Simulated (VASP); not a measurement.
Runs of VASP 6.6.1 on Al3B2As. The structure is that of space group P6/mmm (No. 191), or close to it. The cells are those of the table. 

```csv
task,cell,k mesh,cutoff (eV),gap on the mesh (eV),pressure (GPa),relaxed volume (Å³/atom),largest force (eV/Å)
single point,"a = 4.904, b = 4.904, c = 7.590 Å, angles 90.0, 90.0, 120.0°, 6 atoms",12 × 12 × 6,520,none,0.2,-,0.12
relaxation of cell and atoms,"relaxed from a = 4.803, b = 4.803, c = 7.623 Å, angles 90.0, 90.0, 120.0°, 6 atoms",12 × 12 × 6,600,none,0.0,26.40,0.01
single point,"a = 3.612, b = 3.612, c = 8.404 Å, angles 90.0, 90.0, 120.0°, 6 atoms",6 × 6 × 2,520,none,67.2,-,5.66
relaxation of cell and atoms,"relaxed from a = 3.612, b = 3.612, c = 8.404 Å, angles 90.0, 90.0, 120.0°, 6 atoms",6 × 6 × 2,600,none,0.0,(a),0.01
single point,"a = 4.803, b = 4.803, c = 7.623 Å, angles 90.0, 90.0, 120.0°, 6 atoms",6 × 6 × 2,520,none,0.2,-,(b)
```

Alike in all rows: level PBE; potentials or basis VASP PAW PBE potentials, release 64 (Al, B, As); no spin polarisation; smearing gaussian 0.1 eV.

Question: Fill in the values left out.

Answer: (a) 25.47; (b) 0.08.

Caveats: some runs use coarse meshes; forces of over 1 eV/Å act on the atoms, so gaps and moduli don't describe the material at rest (some runs); the volume moved by over 15 % at a fixed basis, so the end points are rough (some runs).

A k mesh can miss the band edges, and the runs leave out spin-orbit coupling on As.

A gap of «none» marks levels without a gap at the run's occupations.
